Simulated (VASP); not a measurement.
Input of a VASP 6.6.1 run:

Contents of INCAR:

```
SYSTEM = P2S
PREC     = Accurate       ! precision mode
ENCUT    = 520            ! plane-wave cutoff, eV
EDIFF    = 1E-6           ! SCF threshold, eV
ISMEAR   = 0              ! smearing method
SIGMA    = 0.1            ! smearing width, eV
LREAL    = .False.        ! projectors in reciprocal space
LASPH    = .True.         ! aspherical terms in the spheres
NELM     = 100            ! most SCF steps
ALGO     = Normal         ! electronic algorithm
ISIF     = 2              ! what is computed and relaxed
LWAVE    = .False.        ! write WAVECAR
LCHARG   = .True.         ! write CHGCAR
GGA      = PE             ! functional
LELF     = .True.         ! ELF
LVHAR    = .True.       
NBANDS   = 25             ! bands
```

Contents of KPOINTS:

```
regular mesh
0
Gamma
  4 4 4
  0 0 0
```

File POSCAR:

```
P2S
1.0
    4.3932768200      0.0000000000      0.0000000000
    0.0000000000      4.3932768200      0.0000000000
    0.0000000000      0.0000000000      6.3762449500
P S
4 2
Direct
    0.0000000000      0.5000000000      0.3017749200
    0.0000000000      0.5000000000      0.8017749200
    0.5000000000      0.0000000000      0.6982250800
    0.5000000000      0.0000000000      0.1982250800
    0.0000000000      0.0000000000      0.0000000000
    0.5000000000      0.5000000000      0.5000000000
```

Potentials or basis: VASP PAW PBE potentials, release 64 (P, S).

Command:

```sh
$ cat potpaw_PBE.64/P/POTCAR potpaw_PBE.64/S/POTCAR > POTCAR
$ mpirun -np 1 vasp_std > vasp.out
```

Q: What does it give for the band gap on the k mesh?

A: Zero (bands 16 and 17 overlap by 1.68 eV).

Q: What does it give for the pressure?

A: -7.8 GPa.

Q: Predict the largest force.

A: 0.452 eV/Å.

Stress tensor (GPa, compression positive):
```
-8.66  0.00  0.00
 0.00 -8.66  0.00
 0.00  0.00 -6.09
```

Caveat: the cell stands under tension.
